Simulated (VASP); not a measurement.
Set up this calculation in VASP 6.6.1, as the native input.

* Task: relaxation of shape and atoms at fixed volume
* Functional: PBE
* Potentials or basis: VASP PAW PBE potentials, release 64 (Co, Si)
* Cutoff: 600 eV
* k mesh: 10 × 10 × 8
* Occupations: fermi-dirac, width 0.08 eV
* Spin: no spin polarisation
* Dipole correction: no
* Further INCAR settings: ALGO = Normal; EDIFF = 1e-06; IBRION = 2; EDIFFG = -0.005; NSW = 50; ISIF = 4

The structure of CoSi2 (AlB2 type) lies in POSCAR:

```
CoSi2
1.0
    4.0706678953      0.0000000000      0.0000000000
   -2.0353339477      3.5253018077      0.0000000000
    0.0000000000      0.0000000000      2.4649840953
Co Si
1 2
Direct
    0.0000000000      0.0000000000      0.0000000000
    0.3333333333      0.6666666667      0.5000000000
    0.6666666667      0.3333333333      0.5000000000
```

One way to write it, as run:

INCAR

```
ALGO = Normal
EDIFF = 1E-6
EDIFFG = -0.005
ENCUT = 600
GGA = PE
IBRION = 2
ISIF = 4
ISMEAR = -1
LASPH = True
LCHARG = False
LREAL = False
LWAVE = False
NELM = 100
NSW = 50
PREC = Accurate
SIGMA = 0.08
```

KPOINTS

```
k-points
0
Gamma
  10 10 8
```

Potentials or basis: VASP PAW PBE potentials, release 64 (Co, Si).

Run with:

```bash
$ cat potpaw_PBE.64/Co/POTCAR potpaw_PBE.64/Si/POTCAR > POTCAR
$ mpirun -np 1 vasp_std > vasp.out
```

It gave:

* Energy gained by relaxing: 0.1 meV/atom
* Ionic steps: 3
* Pressure after relaxing: 10.3 GPa

Run time: 27 s on 1 thread of Intel(R) Xeon(R) 6975P-C (Granite Rapids), on a shared host, peak memory 0.19 GiB.
